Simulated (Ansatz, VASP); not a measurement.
## BN in VASP and in Ansatz

The input INCAR:

```
PREC = Accurate
ENCUT = 520
EDIFF = 1E-7
ISMEAR = 0
SIGMA = 0.05
LREAL = False
LASPH = True
NELM = 100
ALGO = Normal
ISIF = 2
LWAVE = False
LCHARG = False
GGA = PE
NBANDS = 11
```

File KPOINTS:

```
Automatic mesh
0
Gamma
  12 12 12
```

The input POSCAR:

```
BN
1.0
   -0.1359295336      1.9392613453      1.8123937807
    1.8123937807     -0.1359295336      1.8123937807
    1.6764642471      1.8033318118      0.0000000000
B N
1 1
Direct
    0.0000000000      0.0000000000      0.0000000000
    0.7500000000      0.7500000000      0.7500000000
```

Input for Ansatz:

```yaml
crystal:
  lattice:
    - [-0.1359295336, 1.9392613453, 1.8123937807]
    - [1.8123937807, -0.1359295336, 1.8123937807]
    - [1.6764642471, 1.8033318118, 0.0]
  atoms:
    - { symbol: B, position: [0.0, 0.0, 0.0] }
    - { symbol: "N", position: [0.75, 0.75, 0.75] }
basis:
  ecutwfc: 520.0
kpoints:
  mp_grid: { grid: [12, 12, 12] }
hamiltonian:
  xc: pbe
scf:
  occupations: { method: gaussian, width: 0.05 }
output:
  forces: true
  stress: true
  eigenvalues: true
```

Change from the starting cell: engineering shear strain xz -0.1500, normal strain along z +0.0700.

Alike in both runs: task single point; functional PBE; k mesh 12 × 12 × 12; occupations gaussian, width 0.05 eV; no spin polarisation.

|  | VASP | Ansatz |
| --- | --- | --- |
| version | VASP 6.6.1 | Ansatz 0.2.0 |
| potentials or method | VASP PAW PBE potentials, release 64 (B, N), cutoff 520 eV | scalar-relativistic, plane waves, PAW |
| valence electrons in the cell | 8 | 8 |

```tsv
	VASP	Ansatz	Ansatz less VASP
gap on the k mesh at the Fermi level (eV)	2.87	2.88	+0.008
least direct gap on the mesh (eV)	5.82	5.82	-0.004
pressure (GPa)	-13.8	-13.9	-0.11
traceless stress, the component that is largest in VASP (GPa)	52.17	51.86	-0.310
rms of the force components (eV/Å)	0.102	0.112	+0.0106
```

Atom by atom the forces differ by 0.011 eV/Å (rms over components).
